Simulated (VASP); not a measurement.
Crystal: Si3C.

```
Si C
1.0
     2.74344    0.00000    0.00000
     0.00000    2.74344    0.00000
     0.00000    0.00000    7.75961
Si C
3 1
Direct
  0.00000 0.00000 0.75000
  0.50000 0.50000 0.50000
  0.00000 0.00000 0.25000
  0.50000 0.50000 0.00000
```

| Quantity | Value |
| --- | --- |
| Program | VASP 6.6.1 |
| Task | relaxation of cell and atoms |
| Functional | PBE |
| Potentials or basis | VASP PAW PBE potentials, release 64 (Si, C_h) |
| Cutoff | 1300 eV |
| k mesh | 6 × 6 × 2 |
| Occupations | gaussian, width 0.1 eV |
| Spin | no spin polarisation |

At the start: pressure -10.6 GPa; volume 14.60 Å³/atom.

**Question.** How do energy, volume and symmetry change on relaxing?

**Answer.** Over 21 steps the energy falls by 480.4 meV/atom and the volume is 11.68 Å³/atom (-20.0 %); space group P4/mmm (No. 123, to 0.1 Å) before and after.

The path:
```tsv
step	energy change (eV)	largest force (eV/Å)	pressure (GPa)	volume (Å³)
1	0.0000	1.0350	-10.62	58.40
2	-0.6299	1.4560	-3.19	50.55
3	-0.8005	2.3158	12.22	43.65
4	-1.0787	2.1079	14.05	42.19
5	-0.9966	1.5711	40.59	37.89
6	-1.1373	1.7971	20.40	40.86
7	-1.2439	1.3760	26.34	39.72
8	-1.7721	0.0429	12.42	42.57
9	-1.8005	1.3083	7.47	44.54
10	-1.8141	1.0847	8.13	44.01
11	-1.8160	0.9920	8.56	43.79
12	-1.8952	0.2382	3.17	45.21
13	-1.9000	0.3747	0.33	46.14
14	-1.9029	0.1527	1.37	45.79
15	-1.9108	0.0419	0.79	46.13
16	-1.9144	0.2029	0.09	46.49
17	-1.9145	0.2223	-0.01	46.54
18	-1.9171	0.1767	-0.25	46.67
19	-1.9202	0.0705	-0.73	46.96
20	-1.9204	0.0377	-0.84	47.04
21	-1.9214	0.0187	-0.02	46.71
```

Final structure:
```
Si C
1.0
     2.83818    0.00000    0.00000
     0.00000    2.83818    0.00000
     0.00000    0.00000    5.79920
Si C
3 1
Direct
  0.00000 0.00000 0.79725
  0.50000 0.50000 0.50000
  0.00000 0.00000 0.20275
  0.50000 0.50000 0.00000
```

Caveat: the k points lie up to 0.54 Å⁻¹ apart in the final cell; the volume moved by over 15 % at a fixed basis, so the end points are rough; the highest band is partly filled, so the run has too few bands.
